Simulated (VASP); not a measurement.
The system is CuO.

```
Cu O
1.0
     2.34185   -1.71130    0.00000
     2.34185    1.71130    0.00000
    -0.85003    0.00000    5.05787
Cu O
2 2
Direct
  0.50000 0.00000 0.50000
  0.00000 0.50000 0.00000
  0.41840 0.58160 0.75000
  0.58160 0.41840 0.25000
```

| Item | Value |
| --- | --- |
| Program | VASP 6.6.1 |
| Task | relaxation of cell and atoms |
| Functional | PBEsol |
| Potentials or basis | VASP PAW PBE potentials, release 64 (Cu, O) |
| Cutoff | 600 eV |
| k mesh | 10 × 10 × 5 |
| Occupations | fermi-dirac, width 0.05 eV |
| Spin | no spin polarisation |

At the start: pressure -2.1 GPa; volume 10.13 Å³/atom.

Problem. How do energy, volume and symmetry change on relaxing?

Solution. Over 28 steps the energy falls by 31.3 meV/atom and the volume is 10.68 Å³/atom (+5.4 %); space group C2/c (No. 15, to 0.1 Å) before, Cccm (No. 66, to 0.1 Å).

Step by step:
| step | energy change (eV) | largest force (eV/Å) | pressure (GPa) | volume (Å³) |
| --- | --- | --- | --- | --- |
| 1 | 0.0000 | 0.3213 | -2.14 | 40.54 |
| 2 | -0.0122 | 0.1595 | 2.27 | 39.75 |
| 3 | -0.0124 | 0.1768 | 1.81 | 39.83 |
| 4 | -0.0228 | 0.1028 | 1.29 | 40.11 |
| 5 | -0.0319 | 0.0501 | 0.50 | 40.65 |
| 6 | -0.0430 | 0.0030 | -0.37 | 41.04 |
| 7 | -0.0641 | 0.1126 | -2.66 | 42.15 |
| 8 | -0.0597 | 0.2408 | -6.62 | 44.22 |
| 9 | -0.0698 | 0.1488 | -3.83 | 42.76 |
| 10 | -0.0759 | 0.1493 | -3.38 | 42.75 |
| 11 | -0.0904 | 0.1529 | -2.08 | 42.69 |
| 12 | -0.1027 | 0.1740 | 0.50 | 42.51 |
| 13 | -0.1074 | 0.1482 | 0.29 | 42.58 |
| 14 | -0.1164 | 0.0658 | -0.40 | 42.77 |
| 15 | -0.1088 | 0.1186 | -1.95 | 43.08 |
| 16 | -0.1179 | 0.0149 | -0.77 | 42.86 |
| 17 | -0.1193 | 0.0091 | 0.00 | 42.65 |
| 18 | -0.1195 | 0.0051 | 0.53 | 42.51 |
| 19 | -0.1203 | 0.0204 | 0.28 | 42.54 |
| 20 | -0.1206 | 0.0377 | -0.03 | 42.58 |
| 21 | -0.1206 | 0.0345 | 0.00 | 42.58 |
| 22 | -0.1211 | 0.0368 | 0.02 | 42.59 |
| 23 | -0.1223 | 0.0431 | 0.02 | 42.63 |
| 24 | -0.1238 | 0.0570 | -0.02 | 42.71 |
| 25 | -0.1230 | 0.0889 | -0.24 | 42.83 |
| 26 | -0.1241 | 0.0676 | -0.09 | 42.75 |
| 27 | -0.1247 | 0.0402 | -0.06 | 42.74 |
| 28 | -0.1250 | 0.0068 | -0.01 | 42.73 |

Final structure:
```yaml
crystal:
  lattice:
    - [2.09142, -1.99814, 0.15042]
    - [2.09142, 1.99814, 0.15042]
    - [-0.42116, 0.00000, 5.08260]
  atoms:
    - { symbol: Cu, position: [0.50000, 0.00000, 0.50000] }
    - { symbol: Cu, position: [0.00000, 0.50000, 0.00000] }
    - { symbol: O, position: [0.49652, 0.50348, 0.75000] }
    - { symbol: O, position: [0.50348, 0.49652, 0.25000] }
```

Caveat: the PAW data sets were made with another functional, which shifts forces and pressure a little.
